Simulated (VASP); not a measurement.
WS2, 6 atoms in the cell. Symmetry: P6_3/mmc, No. 194, hexagonal system. The conventional cell has a = 3.153 Å, b = 3.153 Å, c = 14.282 Å, α = 90.00°, β = 90.00°, γ = 120.00°. W (site symmetry -6m2) has 6 S at 2.42 Å and 6 W at 3.15 Å within 3.2 Å. S (site symmetry 3m) has 3 W at 2.42 Å and 7 S at 3.15 to 3.19 Å within 3.2 Å. 

```yaml
Program: VASP 6.6.1
Task: single point
Functional: PBE
Potentials_or_basis: VASP PAW PBE potentials, release 64 (W_sv, S)
Cutoff: 520 eV
k_mesh: 6 × 6 × 2
Occupations: gaussian, width 0.1 eV
Spin: no spin polarisation
Dipole_correction: no
Further_INCAR_settings: ALGO = Normal; EDIFF = 1e-07; NBANDS = 35
```

Potentials or basis: VASP PAW PBE potentials, release 64 (W_sv, S).

Command:

```bash
$ cat potpaw_PBE.64/W_sv/POTCAR potpaw_PBE.64/S/POTCAR > POTCAR
$ mpirun -np 1 vasp_std > vasp.out
```

Hardware: 1 thread of Intel(R) Xeon(R) 6975P-C (Granite Rapids), on a shared host.

Task: How long does it take, and how much memory?

Result: Run time: 37 s on 1 thread of Intel(R) Xeon(R) 6975P-C (Granite Rapids), with other jobs on the host, peak memory 0.25 GiB. Counts: scf iterations 17, k points 14.
